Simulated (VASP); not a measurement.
# ZnS: vibrations by perturbation theory with PBE

ZnS:

```
CELL_PARAMETERS angstrom
0.00000 2.76573 2.76573
2.76573 0.00000 2.76573
2.76573 2.76573 0.00000
ATOMIC_POSITIONS crystal
Zn 0.00000 0.00000 0.00000
S 0.75000 0.75000 0.75000
```

| Item | Value |
| --- | --- |
| Program | VASP 6.6.1 |
| Task | vibrations by perturbation theory |
| Functional | PBE |
| Potentials or basis | VASP PAW PBE potentials, release 64 (Zn, S) |
| Cutoff | 520 eV |
| k mesh | 10 × 10 × 10 |
| Occupations | gaussian, width 0.01 eV |
| Spin | no spin polarisation |
| Dipole correction | no |
| Further INCAR settings | ALGO = Normal; EDIFF = 1e-08; NBANDS = 16; IBRION = 8; NSW = 1 |

```
Electronic dielectric tensor (diagonal)                 : 6.01
Born charges (mean of the diagonal)                     : Zn +2.10; S -2.10 e
Highest phonon frequency at Γ, LO-TO splitting left out : 239 cm⁻¹
```

Phonon frequencies in cm⁻¹ (negative: imaginary):
```csv
q point,frequencies
"(0.000, 0.000, 0.000)",0 0 0 239 239 239
```

Electronic dielectric tensor:
```
6.01 0.00 0.00
0.00 6.01 0.00
0.00 0.00 6.01
```

Born effective charge tensors (e):
atom 1, Zn
```
2.10 0.00 0.00
0.00 2.10 0.00
0.00 0.00 2.10
```
atom 2, S
```
-2.10  0.00  0.00
 0.00 -2.10  0.00
 0.00  0.00 -2.10
```

Wall time 21 min on 1 thread of Intel(R) Xeon(R) Platinum 8259CL CPU @ 2.50GHz (Skylake/Cascade Lake) (shared host), peak memory 0.41 GiB.

Caveat: the cell stands under pressure or tension, which shifts response properties.
